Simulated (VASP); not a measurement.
# PbO2 (Fm-3m) in VASP: further runs, part 2 of 2

VASP 6.6.1. Earlier steps stand in the parts before.

### 3 Single point, PBEsol

This run uses another cell than the first one, of 12.59 Å³/atom.

Input file INCAR:

```
SYSTEM = PbO2
ALGO     = Normal         ! electronic algorithm
EDIFF    = 1E-6           ! SCF threshold, eV
ENCUT    = 600            ! plane-wave cutoff, eV
GGA      = PS             ! functional
GGA_COMPAT= .FALSE.      
ISIF     = 2              ! what is computed and relaxed
ISMEAR   = 1              ! smearing method
LASPH    = .TRUE.         ! aspherical terms in the spheres
LCHARG   = .FALSE.        ! write CHGCAR
LREAL    = .FALSE.        ! projectors in reciprocal space
LWAVE    = .FALSE.        ! write WAVECAR
NBANDS   = 20             ! bands
NELM     = 120            ! most SCF steps
PREC     = Accurate       ! precision mode
SIGMA    = 0.01           ! smearing width, eV
```

Input file KPOINTS:

```
k-points
0
G
  6 6 6
  0 0 0
```

Input file POSCAR:

```
PbO2
1.0
    0.0000000000      2.6629161252      2.6629161252
    2.6629161252      0.0000000000      2.6629161252
    2.6629161252      2.6629161252      0.0000000000
Pb O
1 2
Direct
    0.0000000000      0.0000000000      0.0000000000
    0.2500000000      0.2500000000      0.2500000000
    0.7500000000      0.7500000000      0.7500000000
```

Potentials or basis: VASP PAW PBE potentials, release 64 (Pb_d, O).

Started as:

```console
cat potpaw_PBE.64/Pb_d/POTCAR potpaw_PBE.64/O/POTCAR > POTCAR
mpirun -np 1 vasp_std > vasp.out
```

OUTCAR:

```text
SYSTEM = PbO2
   EDIFF = 1E-6
   ENCUT = 600
   GGA = PS
   ISIF = 2
   ISMEAR = 1
   LASPH = .TRUE.
   LREAL = .FALSE.
   NELM = 120
   PREC = Accurate

 ion  position               nearest neighbor table
   1  0.000  0.000  0.000-   3 2.31   3 2.31   3 2.31   2 2.31   2 2.31   2 2.31   3 2.31   2 2.31

   2  0.250  0.250  0.250-   1 2.31   1 2.31   1 2.31   1 2.31
   3  0.750  0.750  0.750-   1 2.31   1 2.31   1 2.31   1 2.31

  LATTYP: Found a face centered cubic cell.
 ALAT       =     5.3258322504

  Lattice vectors:

 A1 = (   0.0000000000,   2.6629161252,   2.6629161252)
 A2 = (   2.6629161252,   0.0000000000,   2.6629161252)
 A3 = (   2.6629161252,   2.6629161252,   0.0000000000)

Analysis of symmetry for initial positions (statically):
=====================================================================
 Subroutine PRICEL returns:
 Original cell was already a primitive cell.

 Routine SETGRP: Setting up the symmetry group for a
 face centered cubic supercell.

 Subroutine GETGRP returns: Found 48 space group operations
 (whereof 48 operations were pure point group operations)
 out of a pool of 48 trial point group operations.

The static configuration has the point symmetry O_h .

Analysis of symmetry for dynamics (positions and initial velocities):
=====================================================================
 Subroutine PRICEL returns:
 Original cell was already a primitive cell.

 Routine SETGRP: Setting up the symmetry group for a
 face centered cubic supercell.

 Subroutine GETGRP returns: Found 48 space group operations
 (whereof 48 operations were pure point group operations)
 out of a pool of 48 trial point group operations.

[... 105 lines left out ...]
   NUPDOWN=      -1.0000    fix difference up-down
   EMIN   =  10.00;   EMAX   =-10.00  energy-range for DOS
   EFERMI =   0.00;   METHOD = LEGACY
   ISMEAR =     1;   SIGMA  =   0.01  broadening in eV -4-tet -1-fermi 0-gaus
   EFERMI_NEDOS =   21; number of points for ismear=-14 and -15
   IALGO  =     38    algorithm
   IMIX   =      4    mixing-type and parameters
     AMIX     =   0.40;   BMIX     =  1.00
     AMIX_MAG =   1.60;   BMIX_MAG =  1.00
  volume/ion in A,a.u.               =      12.59        84.95
  Fermi-wavevector in a.u.,A,eV,Ry     =   1.445546  2.731685 28.430762  2.089602
  Thomas-Fermi vector in A             =   2.563715
   LORBIT       =      0    0 simple, 1 ext, 2 COOP (PROOUT), +10 PAW based schemes
   GGA     = PS    functional components
   LHFCALC =     F    Hartree Fock is set to
   AEXX    =    0.0000 exact exchange contribution
   IVDW    =     0    specifies the selected vdW correction
   LEPSILON=     F    determine dielectric tensor
   LRPA    =     F    only Hartree local field effects (RPA)
 non-spin polarized calculation
 Methfessel and Paxton  Order N= 1 SIGMA  =   0.01
  energy-cutoff  :      600.00
  volume of cell :       37.77
 maximum number of plane-waves:      1283
   NGX = 15   NGY = 15   NGZ = 15

 number of electron      26.0000006 magnetization

 Free energy of the ion-electron system (eV)
  ---------------------------------------------------
  ext. energy  EPLUGINS =         0.00000000
  ---------------------------------------------------
  free energy    TOTEN  =       -16.79707434 eV

  energy without entropy =      -16.79704150  energy(sigma->0) =      -16.79706339

 E-fermi :   6.0636     XC(G=0): -11.6589

 val. band max:        6.0576361259   @ k =  -0.3333   0.5000   0.1667
 cond. band min:       6.5106995033   @ k =   0.1667   0.1667   0.0000
 fundamental gap:      0.4530633774
 Fermi energy:         6.0635621343

 k-point     1 :       0.0000    0.0000    0.0000
  band No.  band energies     occupation
      1     -12.7706      2.00000
      2      -9.6405      2.00000
      3      -9.6405      2.00000
      4      -9.6405      2.00000
      5      -9.6014      2.00000
      6      -9.3445      2.00000
[... 357 lines left out ...]
     19      22.6722      0.00000
     20      22.8903      0.00000

------------------------ aborting loop because EDIFF is reached ----------------------------------------

  FORCE on cell =-STRESS in cart. coord.  units (eV):
  Direction    XX          YY          ZZ          XY          YZ          ZX
  --------------------------------------------------------------------------------------
  -------------------------------------------------------------------------------------
  Total        0.0437270      0.0437270      0.0437270     -0.0000000     -0.0000000      0.0000000
  in kB        1.8550584      1.8550584      1.8550584     -0.0000000     -0.0000000      0.0000000
  external PRESSURE =       1.8550584 kB  Pullay stress =       0.0000000 kB

 VOLUME and BASIS-vectors are now :
 -----------------------------------------------------------------------------
  energy-cutoff  :      600.00
  volume of cell :       37.77
      direct lattice vectors                 reciprocal lattice vectors
     0.000000000  2.662916125  2.662916125    -0.187764081  0.187764081  0.187764081
     2.662916125  0.000000000  2.662916125     0.187764081 -0.187764081  0.187764081
     2.662916125  2.662916125  0.000000000     0.187764081  0.187764081 -0.187764081

 POSITION                                       TOTAL-FORCE (eV/Angst)
 -----------------------------------------------------------------------------------
      0.00000      0.00000      0.00000         0.000000     -0.000000     -0.000000
      1.33146      1.33146      1.33146        -0.000000      0.000000      0.000000
      3.99437      3.99437      3.99437         0.000000      0.000000      0.000000
 -----------------------------------------------------------------------------------
    total drift:                                0.000000     -0.000000      0.000000

  FREE ENERGIE OF THE ION-ELECTRON SYSTEM (eV)
  ---------------------------------------------------
  free  energy   TOTEN  =       -16.7970743353 eV

  energy  without entropy=      -16.7970415021  energy(sigma->0) =      -16.79706339
```

OSZICAR:

```text
N       E                     dE             d eps       ncg     rms          rms(c)
DAV:   1     0.270065077043E+03    0.27007E+03   -0.15208E+04   672   0.177E+03
DAV:   2     0.327832701989E+01   -0.26679E+03   -0.25383E+03   704   0.444E+02
DAV:   3    -0.186501541152E+02   -0.21928E+02   -0.21440E+02   772   0.132E+02
DAV:   4    -0.192294079155E+02   -0.57925E+00   -0.57850E+00   732   0.212E+01
DAV:   5    -0.192458383383E+02   -0.16430E-01   -0.16429E-01   836   0.368E+00    0.882E+00
DAV:   6    -0.168341006671E+02    0.24117E+01   -0.93435E+00   960   0.404E+01    0.282E+00
DAV:   7    -0.168172752635E+02    0.16825E-01   -0.47626E-01   708   0.679E+00    0.167E+00
DAV:   8    -0.168045349323E+02    0.12740E-01   -0.14021E-01   704   0.359E+00    0.723E-01
DAV:   9    -0.167965804209E+02    0.79545E-02   -0.23024E-02   876   0.176E+00    0.128E-01
DAV:  10    -0.167970572316E+02   -0.47681E-03   -0.31767E-03   672   0.406E-01    0.555E-02
DAV:  11    -0.167970749900E+02   -0.17758E-04   -0.88013E-05   744   0.751E-02    0.263E-02
DAV:  12    -0.167970746335E+02    0.35646E-06   -0.27241E-05   740   0.393E-02    0.695E-03
DAV:  13    -0.167970743353E+02    0.29828E-06   -0.23156E-06   596   0.127E-02
   1 F= -.16797074E+02 E0= -.16797063E+02  d E =-.328332E-04
```

stdout:

```text
POSCAR found type information on POSCAR PbO
 POSCAR found :  2 types and       3 ions
 scaLAPACK will be used
 -----------------------------------------------------------------------------
|                                                                             |
|                                                                             |
|     You enforced a specific xc type in the INCAR file but a different       |
|     I HOPE YOU KNOW WHAT YOU ARE DOING!                                     |
|                                                                             |
 -----------------------------------------------------------------------------

 LDA part: xc-table for (Slater+PW92), standard interpolation
 POSCAR, INCAR and KPOINTS ok, starting setup
 FFT: planning ... GRIDC
 FFT: planning ... GRID_SOFT
 FFT: planning ... GRID
 WAVECAR not read
 entering main loop
```

Wall time 7.6 s (1 thread of Intel Xeon 6975P-C (Granite Rapids), shared host); peak memory 0.17 GiB.

What came out:

| Item | Value |
| --- | --- |
| Free energy | -16.7971 eV |
| Pressure | 0.2 GPa |
| Band gap on the k mesh | zero (bands 13 and 14 overlap by 1.30 eV) |

Levels at points of the mesh, in eV from the Fermi level:
| k point | band 9 | band 10 | band 11 | band 12 | band 13 | band 14 | band 15 | band 16 | band 17 | band 18 |
| --- | --- | --- | --- | --- | --- | --- | --- | --- | --- | --- |
| (0.00, 0.00, 0.00) | -2.06 | -2.06 | -2.06 | -1.31 | -1.31 | -1.31 | 6.95 | 6.95 | 6.95 | 11.70 |
| (0.50, 0.00, 0.00) | -3.53 | -2.98 | -2.98 | -1.49 | -1.49 | 2.82 | 7.16 | 9.72 | 9.72 | 14.52 |
| (0.50, 0.50, 0.00) | -4.80 | -4.80 | -0.28 | -0.14 | -0.14 | 1.80 | 6.35 | 9.30 | 11.14 | 11.14 |

Caveat: the PAW data sets were made with another functional, which shifts forces and pressure a little; spin-orbit coupling is left out, which moves the levels of the heavy elements.
